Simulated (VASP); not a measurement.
Write the native input for VASP 6.6.1 that does the following.

```yaml
Task: single point
Functional: PBE
Potentials_or_basis: VASP PAW PBE potentials, release 64 (Ge_d, I)
Cutoff: 520 eV
k_mesh: 10 × 10 × 6
Occupations: gaussian, width 0.1 eV
Spin: no spin polarisation
Dipole_correction: no
Further_INCAR_settings: ALGO = Normal; EDIFF = 1e-06; NBANDS = 40
```

The structure of Ge4I lies in POSCAR:

```
Ge4I
1.0
    3.8037229635      0.0000000000      0.0000000000
    0.0000000000      3.8037229635      0.0000000000
    0.0000000000      0.0000000000      8.4487999676
Ge I
4 1
Direct
    0.5000000000      0.0000000000      0.3376287119
    0.0000000000      0.5000000000      0.6623712881
    0.5000000000      0.0000000000      0.6623712881
    0.0000000000      0.5000000000      0.3376287119
    0.0000000000      0.0000000000      0.0000000000
```

The input as run:

INCAR

```
SYSTEM = Ge4I
ALGO = Normal
EDIFF = 1E-6
ENCUT = 520
GGA = PE
ISIF = 2
ISMEAR = 0
LASPH = .True.
LCHARG = .False.
LREAL = .False.
LWAVE = .False.
NBANDS = 40
NELM = 100
PREC = Accurate
SIGMA = 0.1
```

KPOINTS

```
k-points
0
Gamma
  10 10 6
  0 0 0
```

Potentials or basis: VASP PAW PBE potentials, release 64 (Ge_d, I).

Command:

```sh
$ cat potpaw_PBE.64/Ge_d/POTCAR potpaw_PBE.64/I/POTCAR > POTCAR
$ mpirun -np 1 vasp_std > vasp.out
```

It gave:

```json
{
 "Pressure": "0.0 GPa"
}
```

Caveat: an odd number of electrons without spin polarisation forces a metal; a magnetic or distorted state may lie lower.

Wall time 2.1 min on 1 thread of Intel(R) Xeon(R) 6975P-C (Granite Rapids) (shared host), peak memory 0.43 GiB.
